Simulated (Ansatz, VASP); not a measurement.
**One calculation of Sn17Se16, two programs**

```
CELL_PARAMETERS angstrom
0.00000 0.00000 9.13456
0.00000 8.41079 -4.56728
-11.78476 0.00000 0.00000
ATOMIC_POSITIONS crystal
Sn 0.34351 0.37582 0.39699
Sn 0.87562 0.37616 0.37543
Sn 0.62446 0.87384 0.37543
Sn 0.09269 0.87418 0.39699
Sn 0.49493 0.12500 0.11804
Sn 0.98535 0.12500 0.11279
Sn 0.74162 0.61965 0.12682
Sn 0.24697 0.63035 0.12682
Sn 0.41543 0.12500 0.58681
Sn 0.84784 0.12500 0.60191
Sn 0.60983 0.61725 0.60955
Sn 0.11758 0.63275 0.60955
Sn 0.29223 0.43095 0.93076
Sn 0.74980 0.37982 0.87259
Sn 0.49499 0.87018 0.87259
Sn 0.98628 0.81905 0.93076
Sn 0.13999 0.12500 0.78666
Se 0.41477 0.12500 0.88333
Se 0.82383 0.12500 0.83996
Se 0.60329 0.62303 0.84462
Se 0.10527 0.62697 0.84462
Se 0.54534 0.12500 0.36615
Se 0.02541 0.12500 0.34454
Se 0.78154 0.61996 0.35791
Se 0.28658 0.63004 0.35791
Se 0.18560 0.37723 0.62118
Se 0.71773 0.38331 0.63664
Se 0.45943 0.86669 0.63664
Se 0.93337 0.87277 0.62118
Se 0.41413 0.37413 0.14314
Se 0.91040 0.37871 0.13927
Se 0.65669 0.87129 0.13927
Se 0.16501 0.87587 0.14314
```

Alike in both runs: functional PBE; k mesh 2 × 2 × 2; occupations gaussian, width 0.01 eV; no spin polarisation.

Ansatz relaxed the structure, and its values are those at the end. VASP's run is a single point on that final structure, the one shown.

```csv
,VASP,Ansatz
version,VASP 6.6.1,Ansatz 0.2.0
potentials or method,"VASP PAW PBE potentials, release 64 (Sn_d, Se), cutoff 520 eV","scalar-relativistic, plane waves, PAW"
valence electrons in the cell,334,494
```

Ansatz gave:

| Property | Result |
| --- | --- |
| gap on the k mesh at the Fermi level (eV) | none |
| rms of the force components (eV/Å) | 0.004 |

Problem. Estimate VASP's values.

Solution. gap on the k mesh at the Fermi level (eV): none; rms of the force components (eV/Å): 0.009.

A gap of «none» marks a metal or a gap that the smearing closes. The functional is the same, so the differences come from potentials, cutoffs and numerics. VASP's potentials hold 334 valence electrons a cell and Ansatz's 494, so a difference there can come from the potentials and not from the codes.

The k mesh is coarse, so the values compare programs but aren't converged.
